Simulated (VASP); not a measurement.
# ScAl3 (P4/mmm) in VASP: notebook, part 2 of 2

VASP 6.6.1.

## 4. Single point, PBEsol (uniaxial strain along a: +2.0 %, then relaxed in part)

Contents of INCAR:

```
SYSTEM = ScAl3
PREC     = Accurate       ! precision mode
ENCUT    = 520            ! plane-wave cutoff, eV
EDIFF    = 1E-7           ! SCF threshold, eV
ISMEAR   = 0              ! smearing method
SIGMA    = 0.1            ! smearing width, eV
LREAL    = .FALSE.        ! projectors in reciprocal space
LASPH    = .TRUE.         ! aspherical terms in the spheres
NELM     = 100            ! most SCF steps
ALGO     = Fast           ! electronic algorithm
ISIF     = 2              ! what is computed and relaxed
LWAVE    = .FALSE.        ! write WAVECAR
LCHARG   = .FALSE.        ! write CHGCAR
GGA      = PS             ! functional
NBANDS   = 18             ! bands
```

Contents of KPOINTS:

```
regular mesh
0
G
  14 14 14
  0 0 0
```

Contents of POSCAR:

```
ScAl3
1.0
    4.1527245885      0.0000000000      0.0000000000
    0.0000000000      4.0584899025      0.0000000000
    0.0000000000      0.0000000000      4.0584899025
Sc Al
1 3
Direct
    0.0000000000      0.0000000000      0.0000000000
    0.5000000000      0.0000000000      0.5000000000
    0.0000000000      0.5000000000      0.5000000000
    0.5000000000      0.5000000000      0.0000000000
```

Potentials or basis: VASP PAW PBE potentials, release 64 (Sc_sv, Al).

Launch:

```bash
$ cat potpaw_PBE.64/Sc_sv/POTCAR potpaw_PBE.64/Al/POTCAR > POTCAR
$ mpirun -np 1 vasp_std > vasp.out
```

OUTCAR:

```text
SYSTEM = ScAl3
   PREC = Accurate
   ENCUT = 520
   EDIFF = 1E-7
   ISMEAR = 0
   LREAL = .FALSE.
   LASPH = .TRUE.
   NELM = 100
   ISIF = 2
   GGA = PS

 ion  position               nearest neighbor table
   1  0.000  0.000  0.000-   3 2.87   3 2.87   3 2.87   3 2.87   2 2.90   4 2.90   4 2.90   2 2.90
                             2 2.90   4 2.90   2 2.90   4 2.90
   2  0.500  0.000  0.500-   4 2.87   4 2.87   4 2.87   4 2.87   3 2.90   3 2.90   1 2.90   1 2.90
                             1 2.90   3 2.90   1 2.90   3 2.90
   3  0.000  0.500  0.500-   1 2.87   1 2.87   1 2.87   1 2.87   4 2.90   4 2.90   2 2.90   2 2.90
                             2 2.90   4 2.90   4 2.90   2 2.90
   4  0.500  0.500  0.000-   2 2.87   2 2.87   2 2.87   2 2.87   3 2.90   1 2.90   3 2.90   1 2.90
[... 711 lines left out ...]
  Total       -1.4091658      0.0528449      0.0528449      0.0000000      0.0000000      0.0000000
  in kB      -33.0073469      1.2378029      1.2378029      0.0000000      0.0000000      0.0000000
  external PRESSURE =     -10.1772470 kB  Pullay stress =       0.0000000 kB

 VOLUME and BASIS-vectors are now :
 -----------------------------------------------------------------------------
  energy-cutoff  :      520.00
  volume of cell :       68.40
      direct lattice vectors                 reciprocal lattice vectors
     4.152724588  0.000000000  0.000000000     0.240805760  0.000000000  0.000000000
     0.000000000  4.058489902  0.000000000     0.000000000  0.246397065  0.000000000
     0.000000000  0.000000000  4.058489902     0.000000000  0.000000000  0.246397065

 POSITION                                       TOTAL-FORCE (eV/Angst)
 -----------------------------------------------------------------------------------
      0.00000      0.00000      0.00000         0.000000      0.000000      0.000000
      2.07636      0.00000      2.02924         0.000000      0.000000      0.000000
      0.00000      2.02924      2.02924         0.000000      0.000000      0.000000
      2.07636      2.02924      0.00000         0.000000      0.000000      0.000000
 -----------------------------------------------------------------------------------
    total drift:                               -0.000000      0.000000      0.000000

  FREE ENERGIE OF THE ION-ELECTRON SYSTEM (eV)
  ---------------------------------------------------
  free  energy   TOTEN  =       -20.7546403915 eV

  energy  without entropy=      -20.7482185926  energy(sigma->0) =      -20.75142949
```

stdout:

```text
POSCAR found type information on POSCAR ScAl
 POSCAR found :  2 types and       4 ions
 scaLAPACK will be used
 -----------------------------------------------------------------------------
|                                                                             |
|                                                                             |
|     You enforced a specific xc type in the INCAR file but a different       |
|     I HOPE YOU KNOW WHAT YOU ARE DOING!                                     |
|                                                                             |
 -----------------------------------------------------------------------------

 LDA part: xc-table for (Slater+PW92), standard interpolation
 POSCAR, INCAR and KPOINTS ok, starting setup
 FFT: planning ... GRIDC
 FFT: planning ... GRID_SOFT
 FFT: planning ... GRID
 WAVECAR not read
 entering main loop
```

Wall time 2.6 min (1 thread of Intel Xeon 6975P-C (Granite Rapids), shared host); peak memory 0.42 GiB.

What came out:

```
Free energy            : -20.7546 eV
Pressure               : -1.0 GPa
Band gap on the k mesh : zero (bands 10 and 11 overlap by 3.88 eV)
```

Caveat: the cell differs from its parent crystal (uniaxial strain along a: +2.0 %, then relaxed in part); the PAW data sets were made with another functional, which shifts forces and pressure a little.

## 5. Overview

| cell | further INCAR settings | gap on the mesh (eV) | pressure (GPa) |
| --- | --- | --- | --- |
| a = 3.990, b = 4.092, c = 4.092 Å, 4 atoms | ALGO = Fast; EDIFF = 1e-06; NBANDS = 18 | none | 1.1 |
| a = 4.153, b = 4.051, c = 4.051 Å, 4 atoms | ALGO = Fast; EDIFF = 1e-06; NBANDS = 18 | none | -0.8 |
| a = 4.153, b = 4.058, c = 4.058 Å, 4 atoms | ALGO = Fast; EDIFF = 1e-07; NBANDS = 18 | none | -1.0 |

Alike in all rows: task single point; level PBEsol; potentials or basis VASP PAW PBE potentials, release 64 (Sc_sv, Al); no spin polarisation; k mesh 14 × 14 × 14; cutoff (eV) 520; smearing gaussian 0.1 eV.

Caveats: the PAW data sets were made with another functional, which shifts forces and pressure a little.

Total energies depend on the potentials used, so only differences within one code and one set of settings carry meaning.
